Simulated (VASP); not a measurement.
Write the native input for VASP 6.6.1 that does the following.

| Item | Value |
| --- | --- |
| Task | relaxation of the atoms |
| Functional | LDA |
| Potentials or basis | VASP PAW LDA potentials, release 64 (Mg, Li_sv) |
| Cutoff | 520 eV |
| k mesh | 6 × 6 × 1 |
| Occupations | gaussian, width 0.1 eV |
| Spin | no spin polarisation |
| Dipole correction | yes |
| Atoms held fixed (from 0) | [0, 1, 2, 6] |
| Further INCAR settings | ALGO = Normal; EDIFF = 1e-07; IBRION = 2; EDIFFG = -0.03; NSW = 70 |

The structure of LiMg3 lies in POSCAR:

```
LiMg3
1.0
    4.8660176781      0.0000000000      0.0000000000
    0.0000000000      4.8660176781      0.0000000000
    0.0000000000      0.0000000000     19.1611911463
Mg Li
6 2
Selective dynamics
Direct
    0.5000000000      0.0000000000      0.3653217562  F F F
    0.0000000000      0.5000000000      0.3653217562  F F F
    0.5000000000      0.5000000000      0.4551072521  F F F
    0.0000000000      0.5000000000      0.5448927479  T T T
    0.5000000000      0.0000000000      0.5448927479  T T T
    0.0000000000      0.0000000000      0.6346782438  T T T
    0.0000000000      0.0000000000      0.4551072521  F F F
    0.5000000000      0.5000000000      0.6346782438  T T T
```

These files were run (other wordings do the same):

INCAR

```
SYSTEM = LiMg3
ALGO     = Normal         ! electronic algorithm
DIPOL    = 0.5 0.5 0.500
EDIFF    = 1E-7           ! SCF threshold, eV
EDIFFG   = -0.03          ! ionic threshold
ENCUT    = 520            ! plane-wave cutoff, eV
GGA      = CA             ! functional
IBRION   = 2              ! ionic algorithm
IDIPOL   = 3            
ISIF     = 2              ! what is computed and relaxed
ISMEAR   = 0              ! smearing method
LASPH    = .True.         ! aspherical terms in the spheres
LCHARG   = .False.        ! write CHGCAR
LDIPOL   = .True.       
LREAL    = .False.        ! projectors in reciprocal space
LWAVE    = .False.        ! write WAVECAR
NELM     = 80             ! most SCF steps
NSW      = 70             ! ionic steps
PREC     = Accurate       ! precision mode
SIGMA    = 0.1            ! smearing width, eV
```

KPOINTS

```
k-points
0
Gamma
  6 6 1
  0 0 0
```

Potentials or basis: VASP PAW LDA potentials, release 64 (Mg, Li_sv).

Run with:

```bash
$ cat potpaw_LDA.64/Mg/POTCAR potpaw_LDA.64/Li_sv/POTCAR > POTCAR
$ mpirun -np 1 vasp_std > vasp.out
```

Results of the run:

| Item | Value |
| --- | --- |
| Energy gained by relaxing | 0.1 meV/atom |
| Ionic steps | 4 |
| Band gap on the k mesh | zero (bands 9 and 10 overlap by 1.90 eV) |

Wall time 2.9 min on 1 thread of AMD EPYC 7R13 Processor (Zen 3) (shared host), peak memory 0.33 GiB.
